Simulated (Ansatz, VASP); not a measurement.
**Sr7Tl: VASP beside Ansatz**

```
CELL_PARAMETERS angstrom
8.31032 0.00000 0.00000
-4.15516 7.19695 0.00000
0.00000 0.00000 6.61782
ATOMIC_POSITIONS crystal
Sr 0.49961 0.99921 0.00000
Sr 0.49961 0.50039 0.00000
Sr 0.00079 0.50039 0.00000
Sr 0.32345 0.16172 0.50000
Sr 0.83828 0.16172 0.50000
Sr 0.83828 0.67655 0.50000
Sr 0.33333 0.66667 0.50000
Tl 0.00000 0.00000 0.00000
```

Change from the starting cell: species swapped into the Mg7Sn type (P-6m2, No. 187).

Alike in both runs: functional PBE; k mesh 6 × 6 × 6; occupations gaussian, width 0.1 eV; no spin polarisation.

Ansatz relaxed the structure, and its values are those at the end. VASP's run is a single point on that final structure, the one shown.

|  | VASP | Ansatz |
| --- | --- | --- |
| version | VASP 6.6.1 | Ansatz 0.2.0 |
| potentials or method | VASP PAW PBE potentials, release 64 (Sr_sv, Tl_d), cutoff 520 eV | scalar-relativistic, plane waves, PAW |
| valence electrons in the cell | 83 | 83 |

|  | VASP | Ansatz | Ansatz less VASP |
| --- | --- | --- | --- |
| gap on the k mesh at the Fermi level (eV) | none | none | - |
| pressure (GPa) | 0.0 | 0.0 | 0.00 |

A gap of «none» marks a metal or a gap that the smearing closes. The functional is the same, so the differences come from potentials, cutoffs and numerics.

Neither program's run includes spin-orbit coupling.
